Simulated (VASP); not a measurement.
A run of VASP 6.6.1 is set up as follows.

INCAR

```
SYSTEM = Re
PREC = Accurate
ENCUT = 520
EDIFF = 1E-6
ISMEAR = 0
SIGMA = 0.15
LREAL = .False.
LASPH = .True.
NELM = 60
ALGO = Fast
ISIF = 2
LWAVE = .False.
LCHARG = .False.
GGA = PE
NBANDS = 14
```

The input KPOINTS:

```
regular mesh
0
Gamma
  18 18 10
  0 0 0
```

File POSCAR:

```
Re
1.0
    2.7007363475      0.0000000000      0.0000000000
   -1.3503681738      2.3389062859      0.0000000000
    0.0000000000      0.0000000000      4.4842238099
Re
2
Direct
    0.3333333333      0.6666666667      0.1958100197
    0.6666666667      0.3333333333      0.8041899803
```

Potentials or basis: VASP PAW PBE potentials, release 64 (Re).

Command:

```bash
$ cat potpaw_PBE.64/Re/POTCAR > POTCAR
$ mpirun -np 1 vasp_std > vasp.out
```

Problem. Predict the largest force.

Solution. 9.734 eV/Å.

Problem. What does it give for the pressure?

Solution. 70.3 GPa.

Problem. Estimate the band gap on the k mesh.

Solution. Zero (bands 7 and 8 overlap by 3.01 eV).

Forces on the atoms (eV/Å):
```
Re   0.000  0.000  9.734
Re   0.000  0.000 -9.734
```

Caveat: the cell differs from its parent crystal (atoms displaced along a vibrational mode, the cell strained); the stress differs along the axes, from 66 to 79 GPa; spin-orbit coupling is left out, which moves the levels of the heavy elements; forces of over 1 eV/Å act on the atoms, so gaps and moduli don't describe the material at rest.
